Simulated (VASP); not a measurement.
Write the native input for VASP 6.6.1 that does the following.

* Task: single point
* Functional: PBE
* Potentials or basis: VASP PAW PBE potentials, release 64 (Al, N)
* Cutoff: 520 eV
* k mesh: 10 × 10 × 6
* Occupations: fermi-dirac, width 0.01 eV
* Spin: no spin polarisation
* Dipole correction: no
* Further INCAR settings: ALGO = Normal; EDIFF = 1e-06; NBANDS = 16

The structure of AlN (AlN (P6_3mc)) lies in POSCAR:

```
AlN
1.0
    3.1297569564      0.0000000289      0.0000000000
   -1.5648785032      2.7104490175      0.0000000000
    0.0000000000      0.0000000000      5.0174032965
Al N
2 2
Direct
    0.6666666667      0.3333333333      0.4992353738
    0.3333333333      0.6666666667      0.9992353738
    0.6666666667      0.3333333333      0.8807646262
    0.3333333333      0.6666666667      0.3807646262
```

These files were run (other wordings do the same):

INCAR

```
PREC = Accurate
ENCUT = 520
EDIFF = 1E-6
ISMEAR = -1
SIGMA = 0.01
LREAL = F
LASPH = T
NELM = 80
ALGO = Normal
ISIF = 2
LWAVE = F
LCHARG = F
GGA = PE
NBANDS = 16
```

KPOINTS

```
Automatic mesh
0
Gamma
  10 10 6
```

Potentials or basis: VASP PAW PBE potentials, release 64 (Al, N).

Command:

```console
$ cat potpaw_PBE.64/Al/POTCAR potpaw_PBE.64/N/POTCAR > POTCAR
$ mpirun -np 1 vasp_std > vasp.out
```

It gave:

The pressure is -0.2 GPa. The band gap on the k mesh is 4.05 eV, direct.

Wall time 15 s on 1 thread of Intel(R) Xeon(R) Platinum 8559C (Emerald Rapids), with other jobs on the host, peak memory 0.17 GiB.
